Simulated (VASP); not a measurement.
# Si5Ge (P6_3mc) in VASP: further runs

Runs on Si5Ge. Level: PBE. Tasks: single point.

Program: VASP 6.6.1. These are calculated values, not measurements. Logs are shortened: lines on timing, memory, paths and dates and some standing lists are left out, and cuts for length are marked.

### 1 The cell of the first run

It takes space group P6_3mc (No. 186, hexagonal). Conventional cell: a = 3.898 Å, b = 3.898 Å, c = 19.076 Å, α = 90.00°, β = 90.00°, γ = 120.00°. Within 3.1 Å of Si (site symmetry 3m) lie 4 Si at 2.37 to 2.38 Å. Si (site symmetry 3m) has 4 Si at 2.36 to 2.38 Å within 3.1 Å. Si (site symmetry 3m) has 3 Si at 2.38 Å and 1 Ge at 2.44 Å within 3.1 Å. Si (site symmetry 3m) has 4 Si at 2.37 to 2.38 Å within 3.1 Å. Si (site symmetry 3m) has 1 Si at 2.36 Å and 3 Ge at 2.40 Å within 3.1 Å. Within 3.2 Å of Ge (site symmetry 3m) lie 4 Si at 2.40 to 2.44 Å.

### 2 Single point, PBE

The input, INCAR:

```
SYSTEM = Si5Ge
PREC     = Accurate       ! precision mode
ENCUT    = 520            ! plane-wave cutoff, eV
EDIFF    = 1E-7           ! SCF threshold, eV
ISMEAR   = 0              ! smearing method
SIGMA    = 0.2            ! smearing width, eV
LREAL    = .False.        ! projectors in reciprocal space
LASPH    = .True.         ! aspherical terms in the spheres
NELM     = 60             ! most SCF steps
ALGO     = Normal         ! electronic algorithm
ISIF     = 2              ! what is computed and relaxed
LWAVE    = .False.        ! write WAVECAR
LCHARG   = .True.         ! write CHGCAR
GGA      = PE             ! functional
LELF     = .True.         ! ELF
LVHAR    = .True.       
NBANDS   = 46             ! bands
```

The input, KPOINTS:

```
regular mesh
0
Gamma
  5 5 1
  0 0 0
```

The input, POSCAR:

```
Si5Ge
1.0
    3.8983343098     -0.0000000029      0.0000000000
   -1.9491671524      3.3760565462      0.0000000000
    0.0000000000      0.0000000000     19.0757125583
Si Ge
10 2
Direct
    0.3333333333      0.6666666667      0.2918888420
    0.6666666667      0.3333333333      0.3323643773
    0.0000000000      0.0000000000      0.1273777448
    0.3333333333      0.6666666667      0.1677995669
    0.3333333333      0.6666666667      0.9559994450
    0.6666666667      0.3333333333      0.7918888420
    0.3333333333      0.6666666667      0.8323643773
    0.0000000000      0.0000000000      0.6273777448
    0.6666666667      0.3333333333      0.6677995669
    0.6666666667      0.3333333333      0.4559994450
    0.0000000000      0.0000000000     -0.0004299761
    0.0000000000      0.0000000000      0.4995700239
```

Potentials or basis: VASP PAW PBE potentials, release 64 (Si, Ge_d).

Run with:

```sh
$ cat potpaw_PBE.64/Si/POTCAR potpaw_PBE.64/Ge_d/POTCAR > POTCAR
$ mpirun -np 1 vasp_std > vasp.out
```

OUTCAR:

```text
SYSTEM = Si5Ge
   PREC = Accurate
   ENCUT = 520
   EDIFF = 1E-7
   ISMEAR = 0
   LREAL = .False.
   LASPH = .True.
   NELM = 60
   ISIF = 2
   GGA = PE

 ion  position               nearest neighbor table
   1  0.333  0.667  0.292-   4 2.37   2 2.38   2 2.38   2 2.38
   2  0.667  0.333  0.332-  10 2.36   1 2.38   1 2.38   1 2.38
   3  0.000  0.000  0.127-   4 2.38   4 2.38   4 2.38  11 2.44
   4  0.333  0.667  0.168-   1 2.37   3 2.38   3 2.38   3 2.38
   5  0.333  0.667  0.956-   7 2.36  11 2.40  11 2.40  11 2.40
   6  0.667  0.333  0.792-   9 2.37   7 2.38   7 2.38   7 2.38
   7  0.333  0.667  0.832-   5 2.36   6 2.38   6 2.38   6 2.38
   8  0.000  0.000  0.627-   9 2.38   9 2.38   9 2.38  12 2.44
   9  0.667  0.333  0.668-   6 2.37   8 2.38   8 2.38   8 2.38
  10  0.667  0.333  0.456-   2 2.36  12 2.40  12 2.40  12 2.40
  11  0.000  0.000  1.000-   5 2.40   5 2.40   5 2.40   3 2.44
  12  0.000  0.000  0.500-  10 2.40  10 2.40  10 2.40   8 2.44

  LATTYP: Found a hexagonal cell.
 ALAT       =     3.8983343098
 C/A-ratio  =     4.8932982762

  Lattice vectors:

 A1 = (   3.8983343098,  -0.0000000029,   0.0000000000)
 A2 = (  -1.9491671524,   3.3760565462,   0.0000000000)
 A3 = (   0.0000000000,   0.0000000000,  19.0757125583)

Analysis of symmetry for initial positions (statically):
=====================================================================
 Subroutine PRICEL returns:
 Original cell was already a primitive cell.

 Routine SETGRP: Setting up the symmetry group for a
 hexagonal supercell.

 Subroutine GETGRP returns: Found 12 space group operations
 (whereof  6 operations were pure point group operations)
 out of a pool of 24 trial point group operations.

The static configuration has the point symmetry C_3v.
 The point group associated with its full space group is C_6v.

Analysis of symmetry for dynamics (positions and initial velocities):
=====================================================================
 Subroutine PRICEL returns:
 Original cell was already a primitive cell.

 Routine SETGRP: Setting up the symmetry group for a
 hexagonal supercell.

 Subroutine GETGRP returns: Found 12 space group operations
 (whereof  6 operations were pure point group operations)
 out of a pool of 24 trial point group operations.

The dynamic configuration has the point symmetry C_3v.
 The point group associated with its full space group is C_6v.

 Subroutine INISYM returns: Found 12 space group operations
 (whereof  6 operations are pure point group operations),
 and found     1 'primitive' translations

----------------------------------------------------------------------------------------

                                     Primitive cell

  volume of cell :     251.0554

  direct lattice vectors                    reciprocal lattice vectors
     3.898334310 -0.000000003  0.000000000     0.256519816  0.148101785  0.000000000
    -1.949167152  3.376056546  0.000000000     0.000000000  0.296203570  0.000000000
     0.000000000  0.000000000 19.075712558     0.000000000  0.000000000  0.052422681

  length of vectors
     3.898334310  3.898334310 19.075712558     0.296203570  0.296203570  0.052422681

  position of ions in fractional coordinates (direct lattice)
     0.333333333  0.666666667  0.291888842
     0.666666667  0.333333333  0.332364377
     0.000000000  0.000000000  0.127377745
     0.333333333  0.666666667  0.167799567
     0.333333333  0.666666667  0.955999445
     0.666666667  0.333333333  0.791888842
     0.333333333  0.666666667  0.832364377
     0.000000000  0.000000000  0.627377745
     0.666666667  0.333333333  0.667799567
     0.666666667  0.333333333  0.455999445
     0.000000000  0.000000000  0.999570024
     0.000000000  0.000000000  0.499570024

  ion indices of the primitive-cell ions
   primitive index   ion index
                 1           1
                 2           2
                 3           3
                 4           4
                 5           5
                 6           6
                 7           7
                 8           8
                 9           9
                10          10
                11          11
                12          12

----------------------------------------------------------------------------------------

 KPOINTS: regular mesh

Automatic generation of k-mesh.
 Grid dimensions read from file:
 generate k-points for:    5    5    1

 Generating k-lattice:

  Cartesian coordinates                     Fractional coordinates (reciprocal lattice)
     0.051303963  0.029620357  0.000000000     0.200000000 -0.000000000  0.000000000
     0.000000000  0.059240714  0.000000000     0.000000000  0.200000000  0.000000000
     0.000000000  0.000000000  0.052422681     0.000000000  0.000000000  1.000000000

  Length of vectors
     0.059240714  0.059240714  0.052422681

  Shift w.r.t. Gamma in fractional coordinates (k-lattice)
     0.000000000  0.000000000  0.000000000

 Subroutine IBZKPT returns following result:
 ===========================================

 Found      5 irreducible k-points:

 Following reciprocal coordinates:
            Coordinates               Weight
  0.000000  0.000000  0.000000      1.000000
  0.200000  0.000000  0.000000      6.000000
  0.400000  0.000000  0.000000      6.000000
  0.200000  0.200000  0.000000      6.000000
  0.400000  0.200000  0.000000      6.000000
   k-points           NKPTS =      5   k-points in BZ     NKDIM =      5   number of bands    NBANDS=     46
   number of dos      NEDOS =    301   number of ions     NIONS =     12
   total plane-waves  NPLWV = 129600
   dimension x,y,z NGX =    30 NGY =   30 NGZ =  144
   dimension x,y,z NGXF=    60 NGYF=   60 NGZF=  288
   ions per type =              10   2
   NGX,Y,Z   is equivalent  to a cutoff of  12.79, 12.79, 12.55 a.u.
   NGXF,Y,Z  is equivalent  to a cutoff of  25.59, 25.59, 25.10 a.u.
 SYSTEM =  Si5Ge
   PREC   = accura    normal or accurate (medium, high low for compatibility)
   ISTART =      0    job   : 0-new  1-cont  2-samecut
   ICHARG =      2    charge: 1-file 2-atom 10-const
   ISPIN  =      1    spin polarized calculation?
   LNONCOLLINEAR =      F non collinear calculations
   LSORBIT =      F    spin-orbit coupling
   LASPH  =      T    aspherical Exc in radial PAW
   ENCUT  =  520.0 eV  38.22 Ry    6.18 a.u.   7.25  7.25 35.47*2*pi/ulx,y,z
   NELM   =     60;   NELMIN=  2; NELMDL= -5     # of ELM steps
   EDIFF  = 0.1E-06   stopping-criterion for ELM
   LREAL  =      F    real-space projection
   EDIFFG = 0.1E-05   stopping-criterion for IOM
   NSW    =      0    number of steps for IOM
   IBRION =     -1    ionic relax: 0-MD 1-quasi-New 2-CG
   NFREE  =      0    steps in history (QN), initial steepest desc. (CG)
   ISIF   =      2    stress and relaxation
   ISYM   =      2    0-nonsym 1-usesym 2-fastsym
   POTIM  = 0.5000    time-step for ionic-motion
   TEBEG  =    0.0;   TEEND  =   0.0 temperature during run
   PSTRESS=    0.0 pullay stress
   NELECT =      68.0000    total number of electrons
   NUPDOWN=      -1.0000    fix difference up-down
   EMIN   =  10.00;   EMAX   =-10.00  energy-range for DOS
   EFERMI =   0.00;   METHOD = LEGACY
   ISMEAR =     0;   SIGMA  =   0.20  broadening in eV -4-tet -1-fermi 0-gaus
   EFERMI_NEDOS =   21; number of points for ismear=-14 and -15
   IALGO  =     38    algorithm
   IMIX   =      4    mixing-type and parameters
     AMIX     =   0.40;   BMIX     =  1.00
     AMIX_MAG =   1.60;   BMIX_MAG =  1.00
  volume/ion in A,a.u.               =      20.92       141.18
  Fermi-wavevector in a.u.,A,eV,Ry     =   1.059224  2.001644 15.265141  1.121956
  Thomas-Fermi vector in A             =   2.194562
   LORBIT       =      0    0 simple, 1 ext, 2 COOP (PROOUT), +10 PAW based schemes
   GGA     = PE    functional components
   LHFCALC =     F    Hartree Fock is set to
   AEXX    =    0.0000 exact exchange contribution
   IVDW    =     0    specifies the selected vdW correction
   LEPSILON=     F    determine dielectric tensor
   LRPA    =     F    only Hartree local field effects (RPA)
 non-spin polarized calculation
 Gauss-broadening in eV      SIGMA  =   0.20
  energy-cutoff  :      520.00
  volume of cell :      251.06
 maximum number of plane-waves:      6833
 NGX is ok and might be reduce to    30
   NGX = 15   NGY = 15   NGZ = 71

 number of electron      67.9999990 magnetization

 Free energy of the ion-electron system (eV)
  ---------------------------------------------------
  ext. energy  EPLUGINS =         0.00000000
  ---------------------------------------------------
  free energy    TOTEN  =       -62.93055993 eV

  energy without entropy =      -62.92706421  energy(sigma->0) =      -62.92881207

 E-fermi :   5.8096     XC(G=0):  -9.4102

 val. band max:        5.5393578927   @ k =   0.0000   0.0000   0.0000
 cond. band min:       6.1373455124   @ k =   0.4000   0.0000   0.0000
 fundamental gap:      0.5979876198
 Fermi energy:         5.8096481613

 k-point     1 :       0.0000    0.0000    0.0000
  band No.  band energies     occupation
      1     -18.6785      2.00000
      2     -18.6785      2.00000
      3     -18.6718      2.00000
      4     -18.6718      2.00000
      5     -18.6718      2.00000
      6     -18.6718      2.00000
[... 38 lines left out ...]
     45       8.3901      0.00000
     46       8.5241      0.00000

 k-point     2 :       0.2000    0.0000    0.0000
  band No.  band energies     occupation
      1     -18.6772      2.00000
      2     -18.6772      2.00000
      3     -18.6723      2.00000
      4     -18.6723      2.00000
      5     -18.6700      2.00000
      6     -18.6700      2.00000
[... 38 lines left out ...]
     45       9.4333      0.00000
     46       9.5694      0.00000

 k-point     3 :       0.4000    0.0000    0.0000
  band No.  band energies     occupation
      1     -18.6775      2.00000
      2     -18.6775      2.00000
      3     -18.6710      2.00000
      4     -18.6710      2.00000
      5     -18.6676      2.00000
      6     -18.6676      2.00000
[... 38 lines left out ...]
     45       9.0296      0.00000
     46       9.6692      0.00000

 k-point     4 :       0.2000    0.2000    0.0000
  band No.  band energies     occupation
      1     -18.6756      2.00000
      2     -18.6756      2.00000
      3     -18.6726      2.00000
      4     -18.6726      2.00000
      5     -18.6682      2.00000
      6     -18.6682      2.00000
[... 38 lines left out ...]
     45       9.6475      0.00000
     46       9.7228      0.00000

 k-point     5 :       0.4000    0.2000    0.0000
  band No.  band energies     occupation
      1     -18.6753      2.00000
      2     -18.6753      2.00000
      3     -18.6713      2.00000
      4     -18.6713      2.00000
      5     -18.6682      2.00000
      6     -18.6682      2.00000
[... 38 lines left out ...]
     45       9.5684      0.00000
     46       9.9536      0.00000

------------------------ aborting loop because EDIFF is reached ----------------------------------------

  FORCE on cell =-STRESS in cart. coord.  units (eV):
  Direction    XX          YY          ZZ          XY          YZ          ZX
  --------------------------------------------------------------------------------------
  -------------------------------------------------------------------------------------
  Total       -0.1159552     -0.1159552     -0.2665677      0.0000000      0.0000000      0.0000000
  in kB       -0.7399993     -0.7399993     -1.7011735      0.0000000      0.0000000      0.0000000
  external PRESSURE =      -1.0603907 kB  Pullay stress =       0.0000000 kB

 VOLUME and BASIS-vectors are now :
 -----------------------------------------------------------------------------
  energy-cutoff  :      520.00
  volume of cell :      251.06
      direct lattice vectors                 reciprocal lattice vectors
     3.898334310 -0.000000003  0.000000000     0.256519816  0.148101785  0.000000000
    -1.949167152  3.376056546  0.000000000     0.000000000  0.296203570  0.000000000
     0.000000000  0.000000000 19.075712558     0.000000000  0.000000000  0.052422681

 POSITION                                       TOTAL-FORCE (eV/Angst)
 -----------------------------------------------------------------------------------
      0.00000      2.25070      5.56799         0.000000      0.000000     -0.007611
      1.94917      1.12535      6.34009         0.000000      0.000000     -0.002079
      0.00000      0.00000      2.42982        -0.000000     -0.000000      0.012415
      0.00000      2.25070      3.20090         0.000000      0.000000      0.001801
      0.00000      2.25070     18.23637        -0.000000      0.000000      0.006609
      1.94917      1.12535     15.10584         0.000000      0.000000     -0.007611
      0.00000      2.25070     15.87794         0.000000     -0.000000     -0.002079
      0.00000      0.00000     11.96768         0.000000      0.000000      0.012415
      1.94917      1.12535     12.73875         0.000000      0.000000      0.001801
      1.94917      1.12535      8.69851         0.000000      0.000000      0.006609
      0.00000      0.00000     19.06751        -0.000000      0.000000     -0.011135
      0.00000      0.00000      9.52965         0.000000     -0.000000     -0.011135
 -----------------------------------------------------------------------------------
    total drift:                                0.000001      0.000001     -0.000017

  FREE ENERGIE OF THE ION-ELECTRON SYSTEM (eV)
  ---------------------------------------------------
  free  energy   TOTEN  =       -62.9305599339 eV

  energy  without entropy=      -62.9270642056  energy(sigma->0) =      -62.92881207
```

Wall time 69 s (1 thread of Intel Xeon Platinum 8559C (Emerald Rapids), shared host); peak memory 0.35 GiB.

Results:

```
Free energy            : -62.9306 eV
Pressure               : -0.1 GPa
Largest force          : 0.012 eV/Å
Band gap on the k mesh : 0.60 eV, indirect (least direct gap 1.01 eV)
```

Forces in eV/Å, atoms in the order of the input:
```
Si   0.000  0.000 -0.008
Si   0.000  0.000 -0.002
Si   0.000  0.000  0.012
Si   0.000  0.000  0.002
Si   0.000  0.000  0.007
Si   0.000  0.000 -0.008
Si   0.000  0.000 -0.002
Si   0.000  0.000  0.012
Si   0.000  0.000  0.002
Si   0.000  0.000  0.007
Ge   0.000  0.000 -0.011
Ge   0.000  0.000 -0.011
```

(Part 1 of 2 ends here.)
